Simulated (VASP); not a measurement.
# Ta2Si2Ge (P-3m1) in VASP: a series of runs

Runs on Ta2Si2Ge. Level: PBE. Tasks: single point.

All numbers are computed with VASP 6.6.1; they aren't measurements. Logs are shortened: lines on timing, memory, paths and dates and some standing lists are left out, and cuts for length are marked.

### 1 The cell of the first run

The structure is trigonal, space group P-3m1 (No. 164). Conventional cell: a = 3.815 Å, b = 3.815 Å, c = 7.617 Å, α = 90.00°, β = 90.00°, γ = 120.00°. Within 2.9 Å of Ta (site symmetry 3m) lie 3 Si at 2.21 Å. Within 3.1 Å of Si (site symmetry 3m) lie 3 Ta at 2.21 Å and 1 Ge at 2.30 Å and 1 Si at 3.01 Å. Ge (site symmetry -3m) has 2 Si at 2.30 Å and 6 Ta at 3.11 Å within 3.2 Å.

The cell was built from a structure type or drawn by symmetry, and may not be a known phase.

### 2 Single point, PBE

The input, INCAR:

```
PREC     = Accurate       # precision mode
ENCUT    = 520            # plane-wave cutoff, eV
EDIFF    = 1E-7           # SCF threshold, eV
ISMEAR   = 0              # smearing method
SIGMA    = 0.1            # smearing width, eV
LREAL    = F              # projectors in reciprocal space
LASPH    = T              # aspherical terms in the spheres
NELM     = 100            # most SCF steps
ALGO     = Normal         # electronic algorithm
ISIF     = 2              # what is computed and relaxed
LWAVE    = F              # write WAVECAR
LCHARG   = T              # write CHGCAR
GGA      = PE             # functional
LELF     = T              # ELF
LVHAR    = T            
NBANDS   = 30             # bands
```

The input, KPOINTS:

```
regular mesh
0
Gamma
  6 6 2
```

The input, POSCAR:

```
Ta2Si2Ge
1.0
    3.8154179500      0.0000000000      0.0000000000
   -1.9077089800      3.3042488700      0.0000000000
    0.0000000000      0.0000000000      7.6169541500
Ta Si Ge
2 2 1
Direct
    0.3333333300      0.6666666700      0.7875744400
    0.6666666700      0.3333333300      0.2124255600
    0.0000000000      0.0000000000      0.1977793300
    0.0000000000      0.0000000000      0.8022206700
    0.0000000000      0.0000000000      0.5000000000
```

Potentials or basis: VASP PAW PBE potentials, release 64 (Ta_pv, Si, Ge_d).

Command:

```bash
$ cat potpaw_PBE.64/Ta_pv/POTCAR potpaw_PBE.64/Si/POTCAR potpaw_PBE.64/Ge_d/POTCAR > POTCAR
$ mpirun -np 1 vasp_std > vasp.out
```

OUTCAR:

```text
PREC = Accurate
   ENCUT = 520
   EDIFF = 1E-7
   ISMEAR = 0
   LREAL = F
   LASPH = T
   NELM = 100
   ISIF = 2
   GGA = PE

 ion  position               nearest neighbor table
   1  0.333  0.667  0.788-   4 2.21   4 2.21   4 2.21   5 3.11   5 3.11   5 3.11
   2  0.667  0.333  0.212-   3 2.21   3 2.21   3 2.21   5 3.11   5 3.11   5 3.11
   3  0.000  0.000  0.198-   2 2.21   2 2.21   2 2.21   5 2.30   4 3.01
   4  0.000  0.000  0.802-   1 2.21   1 2.21   1 2.21   5 2.30   3 3.01
   5  0.000  0.000  0.500-   3 2.30   4 2.30   1 3.11   2 3.11   2 3.11   1 3.11   2 3.11   1 3.11

  LATTYP: Found a hexagonal cell.
 ALAT       =     3.8154179500
 C/A-ratio  =     1.9963616699

  Lattice vectors:

 A1 = (   3.8154179500,   0.0000000000,   0.0000000000)
 A2 = (  -1.9077089800,   3.3042488700,   0.0000000000)
 A3 = (   0.0000000000,   0.0000000000,   7.6169541500)

Analysis of symmetry for initial positions (statically):
=====================================================================
 Subroutine PRICEL returns:
 Original cell was already a primitive cell.

 Routine SETGRP: Setting up the symmetry group for a
 hexagonal supercell.

 Subroutine GETGRP returns: Found 12 space group operations
 (whereof 12 operations were pure point group operations)
 out of a pool of 24 trial point group operations.

The static configuration has the point symmetry D_3d.

Analysis of symmetry for dynamics (positions and initial velocities):
=====================================================================
 Subroutine PRICEL returns:
 Original cell was already a primitive cell.

 Routine SETGRP: Setting up the symmetry group for a
 hexagonal supercell.

 Subroutine GETGRP returns: Found 12 space group operations
 (whereof 12 operations were pure point group operations)
 out of a pool of 24 trial point group operations.

The dynamic configuration has the point symmetry D_3d.

 Subroutine INISYM returns: Found 12 space group operations
 (whereof 12 operations are pure point group operations),
 and found     1 'primitive' translations

----------------------------------------------------------------------------------------

                                     Primitive cell

  volume of cell :      96.0276

  direct lattice vectors                    reciprocal lattice vectors
     3.815417950  0.000000000  0.000000000     0.262094484  0.151320321  0.000000000
    -1.907708980  3.304248870  0.000000000     0.000000000  0.302640642  0.000000000
     0.000000000  0.000000000  7.616954150     0.000000000  0.000000000  0.131286073

  length of vectors
     3.815417950  3.815417952  7.616954150     0.302640642  0.302640642  0.131286073

  position of ions in fractional coordinates (direct lattice)
     0.333333330  0.666666670  0.787574440
     0.666666670  0.333333330  0.212425560
     0.000000000  0.000000000  0.197779330
     0.000000000  0.000000000  0.802220670
     0.000000000  0.000000000  0.500000000

  ion indices of the primitive-cell ions
   primitive index   ion index
                 1           1
                 2           2
                 3           3
                 4           4
                 5           5

----------------------------------------------------------------------------------------

 KPOINTS: regular mesh

Automatic generation of k-mesh.
 Grid dimensions read from file:
 generate k-points for:    6    6    2

 Generating k-lattice:

  Cartesian coordinates                     Fractional coordinates (reciprocal lattice)
     0.043682414  0.025220054  0.000000000     0.166666667  0.000000000  0.000000000
     0.000000000  0.050440107  0.000000000     0.000000000  0.166666667  0.000000000
     0.000000000  0.000000000  0.065643037     0.000000000  0.000000000  0.500000000

  Length of vectors
     0.050440107  0.050440107  0.065643037

  Shift w.r.t. Gamma in fractional coordinates (k-lattice)
     0.000000000  0.000000000  0.000000000

 Subroutine IBZKPT returns following result:
 ===========================================

 Found     14 irreducible k-points:

 Following reciprocal coordinates:
            Coordinates               Weight
  0.000000  0.000000  0.000000      1.000000
  0.166667 -0.000000  0.000000      6.000000
  0.333333  0.000000  0.000000      6.000000
  0.500000  0.000000  0.000000      3.000000
  0.166667  0.166667  0.000000      6.000000
  0.333333  0.166667  0.000000     12.000000
  0.333333  0.333333  0.000000      2.000000
  0.000000  0.000000  0.500000      1.000000
  0.166667 -0.000000  0.500000      6.000000
  0.333333  0.000000  0.500000      6.000000
  0.500000  0.000000  0.500000      3.000000
  0.166667  0.166667  0.500000      6.000000
  0.333333  0.166667  0.500000     12.000000
  0.333333  0.333333  0.500000      2.000000
   k-points           NKPTS =     14   k-points in BZ     NKDIM =     14   number of bands    NBANDS=     30
   number of dos      NEDOS =    301   number of ions     NIONS =      5
   total plane-waves  NPLWV =  47040
   dimension x,y,z NGX =    28 NGY =   28 NGZ =   60
   dimension x,y,z NGXF=    56 NGYF=   56 NGZF=  120
   ions per type =               2   2   1
   NGX,Y,Z   is equivalent  to a cutoff of  12.20, 12.20, 13.10 a.u.
   NGXF,Y,Z  is equivalent  to a cutoff of  24.40, 24.40, 26.19 a.u.
 SYSTEM =  unknown system
   PREC   = accura    normal or accurate (medium, high low for compatibility)
   ISTART =      0    job   : 0-new  1-cont  2-samecut
   ICHARG =      2    charge: 1-file 2-atom 10-const
   ISPIN  =      1    spin polarized calculation?
   LNONCOLLINEAR =      F non collinear calculations
   LSORBIT =      F    spin-orbit coupling
   LASPH  =      T    aspherical Exc in radial PAW
   ENCUT  =  520.0 eV  38.22 Ry    6.18 a.u.   7.09  7.09 14.16*2*pi/ulx,y,z
   NELM   =    100;   NELMIN=  2; NELMDL= -5     # of ELM steps
   EDIFF  = 0.1E-06   stopping-criterion for ELM
   LREAL  =      F    real-space projection
   EDIFFG = 0.1E-05   stopping-criterion for IOM
   NSW    =      0    number of steps for IOM
   IBRION =     -1    ionic relax: 0-MD 1-quasi-New 2-CG
   NFREE  =      0    steps in history (QN), initial steepest desc. (CG)
   ISIF   =      2    stress and relaxation
   ISYM   =      2    0-nonsym 1-usesym 2-fastsym
   POTIM  = 0.5000    time-step for ionic-motion
   TEBEG  =    0.0;   TEEND  =   0.0 temperature during run
   PSTRESS=    0.0 pullay stress
   NELECT =      44.0000    total number of electrons
   NUPDOWN=      -1.0000    fix difference up-down
   EMIN   =  10.00;   EMAX   =-10.00  energy-range for DOS
   EFERMI =   0.00;   METHOD = LEGACY
   ISMEAR =     0;   SIGMA  =   0.10  broadening in eV -4-tet -1-fermi 0-gaus
   EFERMI_NEDOS =   21; number of points for ismear=-14 and -15
   IALGO  =     38    algorithm
   IMIX   =      4    mixing-type and parameters
     AMIX     =   0.40;   BMIX     =  1.00
     AMIX_MAG =   1.60;   BMIX_MAG =  1.00
  volume/ion in A,a.u.               =      19.21       129.61
  Fermi-wavevector in a.u.,A,eV,Ry     =   1.262100  2.385023 21.672660  1.592896
  Thomas-Fermi vector in A             =   2.395525
   LORBIT       =      0    0 simple, 1 ext, 2 COOP (PROOUT), +10 PAW based schemes
   GGA     = PE    functional components
   LHFCALC =     F    Hartree Fock is set to
   AEXX    =    0.0000 exact exchange contribution
   IVDW    =     0    specifies the selected vdW correction
   LEPSILON=     F    determine dielectric tensor
   LRPA    =     F    only Hartree local field effects (RPA)
 non-spin polarized calculation
 Gauss-broadening in eV      SIGMA  =   0.10
  energy-cutoff  :      520.00
  volume of cell :       96.03
 maximum number of plane-waves:      2619
   NGX = 15   NGY = 15   NGZ = 29

 number of electron      43.9999984 magnetization

 Free energy of the ion-electron system (eV)
  ---------------------------------------------------
  ext. energy  EPLUGINS =         0.00000000
  ---------------------------------------------------
  free energy    TOTEN  =       -29.42939369 eV

  energy without entropy =      -29.38688157  energy(sigma->0) =      -29.40813763

 E-fermi :   5.6129     XC(G=0): -10.8332

 val. band max:        5.5626989420   @ k =   0.3333   0.0000   0.5000
 cond. band min:       5.6510758660   @ k =   0.3333   0.1667   0.5000
 fundamental gap:      0.0883769240
 Fermi energy:         5.6128978348

 k-point     1 :       0.0000    0.0000    0.0000
  band No.  band energies     occupation
      1     -28.6632      2.00000
      2     -28.6330      2.00000
      3     -28.5913      2.00000
      4     -28.5913      2.00000
      5     -28.5875      2.00000
      6     -28.5875      2.00000
[... 22 lines left out ...]
     29      10.5542      0.00000
     30      11.6839      0.00000

 k-point     2 :       0.1667   -0.0000    0.0000
  band No.  band energies     occupation
      1     -28.6594      2.00000
      2     -28.6333      2.00000
      3     -28.6135      2.00000
      4     -28.6103      2.00000
      5     -28.5967      2.00000
      6     -28.5921      2.00000
[... 22 lines left out ...]
     29      10.6622      0.00000
     30      11.5319      0.00000

 k-point     3 :       0.3333    0.0000    0.0000
  band No.  band energies     occupation
      1     -28.6616      2.00000
      2     -28.6588      2.00000
      3     -28.6463      2.00000
      4     -28.6315      2.00000
      5     -28.6072      2.00000
      6     -28.6013      2.00000
[... 22 lines left out ...]
     29       9.4452      0.00000
     30       9.7811      0.00000

 k-point     4 :       0.5000    0.0000    0.0000
  band No.  band energies     occupation
      1     -28.6838      2.00000
      2     -28.6788      2.00000
      3     -28.6425      2.00000
      4     -28.6334      2.00000
      5     -28.6124      2.00000
      6     -28.6059      2.00000
[... 286 lines left out ...]
     29       9.8186      0.00000
     30      11.0407      0.00000

 k-point    13 :       0.3333    0.1667    0.5000
  band No.  band energies     occupation
      1     -28.6728      2.00000
      2     -28.6688      2.00000
      3     -28.6426      2.00000
      4     -28.6347      2.00000
      5     -28.6211      2.00000
      6     -28.6172      2.00000
[... 22 lines left out ...]
     29       8.9655      0.00000
     30      10.0914      0.00000

 k-point    14 :       0.3333    0.3333    0.5000
  band No.  band energies     occupation
      1     -28.6667      2.00000
      2     -28.6587      2.00000
      3     -28.6472      2.00000
      4     -28.6472      2.00000
      5     -28.6313      2.00000
      6     -28.6313      2.00000
[... 22 lines left out ...]
     29       8.7389      0.00000
     30       9.8172      0.00000

------------------------ aborting loop because EDIFF is reached ----------------------------------------

  FORCE on cell =-STRESS in cart. coord.  units (eV):
  Direction    XX          YY          ZZ          XY          YZ          ZX
  --------------------------------------------------------------------------------------
  -------------------------------------------------------------------------------------
  Total       31.5999736     31.5999736     -2.3558086     -0.0000000      0.0000000      0.0000000
  in kB      527.2311870    527.2311868    -39.3055943     -0.0000008      0.0000000      0.0000000
  external PRESSURE =     338.3855932 kB  Pullay stress =       0.0000000 kB

 VOLUME and BASIS-vectors are now :
 -----------------------------------------------------------------------------
  energy-cutoff  :      520.00
  volume of cell :       96.03
      direct lattice vectors                 reciprocal lattice vectors
     3.815417950  0.000000000  0.000000000     0.262094484  0.151320321  0.000000000
    -1.907708980  3.304248870  0.000000000     0.000000000  0.302640642  0.000000000
     0.000000000  0.000000000  7.616954150     0.000000000  0.000000000  0.131286073

 POSITION                                       TOTAL-FORCE (eV/Angst)
 -----------------------------------------------------------------------------------
     -0.00000      2.20283      5.99892        -0.000000      0.000000     -0.925197
      1.90771      1.10142      1.61804        -0.000000     -0.000000      0.925197
      0.00000      0.00000      1.50648         0.000000      0.000000     -2.923725
      0.00000      0.00000      6.11048         0.000000      0.000000      2.923725
      0.00000      0.00000      3.80848         0.000000      0.000000      0.000000
 -----------------------------------------------------------------------------------
    total drift:                                0.000000     -0.000000      0.000000

  FREE ENERGIE OF THE ION-ELECTRON SYSTEM (eV)
  ---------------------------------------------------
  free  energy   TOTEN  =       -29.4293936884 eV

  energy  without entropy=      -29.3868815659  energy(sigma->0) =      -29.40813763
```

Run time: 22 s. Hardware: 1 thread of Intel Xeon 6975P-C (Granite Rapids), shared host; peak memory 0.21 GiB.

What came out:

```
Free energy            : -29.4294 eV
Pressure               : 33.8 GPa
Largest force          : 2.924 eV/Å
Band gap on the k mesh : zero (bands 22 and 23 overlap by 0.67 eV)
```

Forces in eV/Å, atoms in the order of the input:
```
Ta   0.000  0.000 -0.925
Ta   0.000  0.000  0.925
Si   0.000  0.000 -2.924
Si   0.000  0.000  2.924
Ge   0.000  0.000  0.000
```

Levels at points of the mesh, in eV from the Fermi level:
```tsv
k point	band 20	band 21	band 22	band 23	band 24	band 25
(0.00, 0.00, 0.00)	-2.16	0.44	0.44	0.74	0.74	2.50
(0.50, 0.00, 0.00)	-1.09	-0.84	-0.39	0.25	0.56	0.85
(0.00, 0.00, 0.50)	-0.52	0.51	0.51	0.96	0.96	2.06
(0.50, 0.00, 0.50)	-0.86	-0.08	-0.05	0.09	0.11	0.51
```

Caveat: the k points lie up to 0.41 Å⁻¹ apart, too coarse for converged energies and pressures of a metal; spin-orbit coupling is left out, which moves the levels of the heavy elements; forces of over 1 eV/Å act on the atoms, so gaps and moduli don't describe the material at rest.

### 3 Single point, PBE

This run uses another cell than the first one, of 19.84 Å³/atom.

The input, INCAR:

```
  PREC = Accurate
  ENCUT = 520
  EDIFF = 1E-6
  ISMEAR = 0
  SIGMA = 0.1
  LREAL = False
  LASPH = True
  NELM = 60
  ALGO = Normal
  ISIF = 2
  LWAVE = False
  LCHARG = False
  GGA = PE
  NBANDS = 30
```

KPOINTS is that of step 2.

The input, POSCAR:

```
Ta2Si2Ge
1.0
    3.7562444246      0.0000000028      0.0000000000
   -1.8781222148      3.2530030931      0.0000000000
    0.0000000000      0.0000000000      8.1196695169
Ta Si Ge
2 2 1
Direct
    0.3333333333      0.6666666667      0.6783187988
    0.6666666667      0.3333333333      0.3216812012
    0.0000000000      0.0000000000      0.1460283056
    0.0000000000      0.0000000000      0.8539716944
    0.0000000000      0.0000000000      0.5000000000
```

Potentials or basis: VASP PAW PBE potentials, release 64 (Ta_pv, Si, Ge_d).

Command:

```bash
$ cat potpaw_PBE.64/Ta_pv/POTCAR potpaw_PBE.64/Si/POTCAR potpaw_PBE.64/Ge_d/POTCAR > POTCAR
$ mpirun -np 1 vasp_std > vasp.out
```

It took 19 s on 1 thread of Intel Xeon 6975P-C (Granite Rapids), shared host; peak memory 0.22 GiB.

Results (log left out):

* Free energy: -37.2529 eV
* Pressure: 0.2 GPa
* Largest force: 0.025 eV/Å
* Band gap on the k mesh: zero (bands 22 and 23 overlap by 0.52 eV)

Forces in eV/Å, atoms in the order of the input:
```
Ta   0.000  0.000  0.007
Ta   0.000  0.000 -0.007
Si   0.000  0.000 -0.025
Si   0.000  0.000  0.025
Ge   0.000  0.000  0.000
```

Stress tensor (GPa, compression positive):
```
0.14 0.00 0.00
0.00 0.14 0.00
0.00 0.00 0.26
```

Levels at points of the mesh, in eV from the Fermi level:
```
           k point  band 20  band 21  band 22  band 23  band 24  band 25
(0.00, 0.00, 0.00)    -1.32    -0.16    -0.16     0.47     0.47     1.03
(0.50, 0.00, 0.00)    -1.62    -0.32    -0.26    -0.21     1.54     1.89
(0.00, 0.00, 0.50)    -0.77     0.09     0.09     0.51     0.51     0.92
(0.50, 0.00, 0.50)    -1.53    -0.84     0.31     0.74     1.68     1.89
```

Caveat: the k points lie up to 0.39 Å⁻¹ apart, too coarse for converged energies and pressures of a metal; spin-orbit coupling is left out, which moves the levels of the heavy elements.

### 4 Single point, PBE

This run uses another cell than the first one, of 16.78 Å³/atom.

The input, INCAR:

```
PREC = Accurate
ENCUT = 520
EDIFF = 1E-6
ISMEAR = 0
SIGMA = 0.1
LREAL = F
LASPH = T
NELM = 100
ALGO = Normal
ISIF = 2
LWAVE = F
LCHARG = T
GGA = PE
LELF = T
LVHAR = T
NBANDS = 30
```

The input, KPOINTS:

```
regular mesh
0
Gamma
  12 12 4
```

The input, POSCAR:

```
Ta2Si2Ge
1.0
    3.0116995346      0.0000000000      0.0000000000
   -1.5058497673      2.6082083055      0.0000000000
    0.0000000000      0.0000000000     10.6836855202
Ta Si Ge
2 2 1
Direct
    0.3333333333      0.6666666667      0.7070221726
    0.6666666667      0.3333333333      0.2929778274
    0.0000000000      0.0000000000      0.1085309181
    0.0000000000      0.0000000000      0.8914690819
    0.0000000000      0.0000000000      0.5000000000
```

Command:

```bash
$ cat potpaw_PBE.64/Ta_pv/POTCAR potpaw_PBE.64/Si/POTCAR potpaw_PBE.64/Ge_d/POTCAR > POTCAR
$ mpirun -np 1 vasp_std > vasp.out
```

It took 61 s on 1 thread of Intel Xeon 6975P-C (Granite Rapids), shared host; peak memory 0.31 GiB.

Results (log left out):

```yaml
Free_energy: -38.7923 eV
Pressure: 0.1 GPa
Largest_force: 0.023 eV/Å
Band_gap_on_the_k_mesh: zero (bands 22 and 23 overlap by 1.49 eV)
```

Forces on the atoms (eV/Å):
```
Ta   0.000  0.000  0.009
Ta   0.000  0.000 -0.009
Si   0.000  0.000 -0.023
Si   0.000  0.000  0.023
Ge   0.000  0.000  0.000
```

Levels at points of the mesh, in eV from the Fermi level:
```
           k point  band 18  band 19  band 20  band 21  band 22  band 23  band 24  band 25  band 26  band 27
(0.00, 0.00, 0.00)    -2.22     0.04     0.04     0.12     0.12     2.21     2.21     2.34     2.34     2.76
(0.50, 0.00, 0.00)    -3.99    -3.79    -1.87    -1.70    -0.08     0.66     1.10     1.47     2.68     3.63
(0.00, 0.00, 0.50)    -1.90     0.05     0.05     0.11     0.11     2.23     2.23     2.32     2.32     2.72
(0.50, 0.00, 0.50)    -3.71    -3.00    -2.49    -1.10     0.08     0.36     0.52     0.99     3.65     3.80
```

Caveat: spin-orbit coupling is left out, which moves the levels of the heavy elements.

### 5 Overview

| cell | k mesh | gap on the mesh (eV) | pressure (GPa) | largest force (eV/Å) |
| --- | --- | --- | --- | --- |
| a = 3.815, b = 3.815, c = 7.617 Å, angles 90.0, 90.0, 120.0°, 5 atoms, atomic positions A | 6 × 6 × 2 | none | 33.8 | 2.92 |
| a = 3.756, b = 3.756, c = 8.120 Å, angles 90.0, 90.0, 120.0°, 5 atoms, atomic positions B | 6 × 6 × 2 | none | 0.2 | 0.02 |
| a = 3.012, b = 3.012, c = 10.684 Å, angles 90.0, 90.0, 120.0°, 5 atoms, atomic positions C | 12 × 12 × 4 | none | 0.1 | 0.02 |

Alike in all rows: task single point; level PBE; potentials or basis VASP PAW PBE potentials, release 64 (Ta_pv, Si, Ge_d); no spin polarisation; cutoff (eV) 520; smearing gaussian 0.1 eV.

Caveats: some runs use coarse meshes; spin-orbit coupling is left out, which moves the levels of the heavy elements; forces of over 1 eV/Å act on the atoms, so gaps and moduli don't describe the material at rest (at least some runs).

Total energies depend on the potentials used, so only differences within one code and one set of settings carry meaning.
